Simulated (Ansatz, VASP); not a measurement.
Ta2N: VASP beside Ansatz

The input INCAR:

```
ALGO = Normal
EDIFF = 1E-6
ENCUT = 520
ISIF = 2
ISMEAR = 0
LASPH = True
LCHARG = False
LREAL = False
LWAVE = False
NBANDS = 50
NELM = 60
PREC = Accurate
SIGMA = 0.15
```

KPOINTS

```
k-points
0
Gamma
  9 9 8
```

File POSCAR:

```
Ta2N
1.0
    5.3763138840      0.0000000000      0.0000000000
   -2.6881569420      4.6560244023      0.0000000000
    0.0000000000      0.0000000000      4.6193288891
Ta N
6 3
Direct
    0.6908347477      0.6908347477      0.7526041962
    0.0000000000      0.3091652523      0.7526041962
    0.3091652523      0.0000000000      0.7526041962
    0.3091652523      0.3091652523      0.2473958038
    0.0000000000      0.6908347477      0.2473958038
    0.6908347477      0.0000000000      0.2473958038
    0.6666666667      0.3333333333      0.5000000000
    0.3333333333      0.6666666667      0.5000000000
    0.0000000000      0.0000000000      0.0000000000
```

Input for Ansatz:

```yaml
crystal:
  lattice:
    - [5.376313884, 0.0, 0.0]
    - [-2.688156942, 4.6560244023, 0.0]
    - [0.0, 0.0, 4.6193288891]
  atoms:
    - { symbol: Ta, position: [0.6908347477, 0.6908347477, 0.7526041962] }
    - { symbol: Ta, position: [0.0, 0.3091652523, 0.7526041962] }
    - { symbol: Ta, position: [0.3091652523, 0.0, 0.7526041962] }
    - { symbol: Ta, position: [0.3091652523, 0.3091652523, 0.2473958038] }
    - { symbol: Ta, position: [0.0, 0.6908347477, 0.2473958038] }
    - { symbol: Ta, position: [0.6908347477, 0.0, 0.2473958038] }
    - { symbol: "N", position: [0.6666666667, 0.3333333333, 0.5] }
    - { symbol: "N", position: [0.3333333333, 0.6666666667, 0.5] }
    - { symbol: "N", position: [0.0, 0.0, 0.0] }
basis:
  ecutwfc: 520.0
kpoints:
  mp_grid: { grid: [9, 9, 8] }
hamiltonian:
  xc: lda
  pseudopotentials: { kind: paw, azcp: { folder: soft_1 } }
scf:
  occupations: { method: gaussian, width: 0.15 }
output:
  forces: true
  stress: true
  eigenvalues: true
```

Alike in both runs: task single point; functional LDA; k mesh 9 × 9 × 8; occupations gaussian, width 0.15 eV; no spin polarisation.

|  | VASP | Ansatz |
| --- | --- | --- |
| version | VASP 6.6.1 | Ansatz 0.2.0 |
| potentials or method | VASP PAW LDA potentials, release 64 (Ta_pv, N), cutoff 520 eV | scalar-relativistic, plane waves, PAW |
| valence electrons in the cell | 81 | 93 |

|  | VASP | Ansatz | Ansatz less VASP |
| --- | --- | --- | --- |
| gap on the k mesh at the Fermi level (eV) | none | none | - |
| pressure (GPa) | 9.1 | 7.4 | -1.67 |
| traceless stress, the component that is largest in VASP (GPa) | 15.40 | 15.41 | +0.012 |
| rms of the force components (eV/Å) | 1.895 | 1.875 | -0.0204 |

Ansatz warns that its potentials were made for another functional, while VASP's fit it. LDA's correlation is that of Perdew and Zunger in VASP and of Perdew and Wang (1992) in Ansatz. Atom by atom the forces differ by 0.021 eV/Å (rms over components). A gap of «none» marks a metal or a gap that the smearing closes. VASP's potentials hold 81 valence electrons a cell and Ansatz's 93, so a difference there can come from the potentials and not from the codes.

Neither program's run includes spin-orbit coupling.
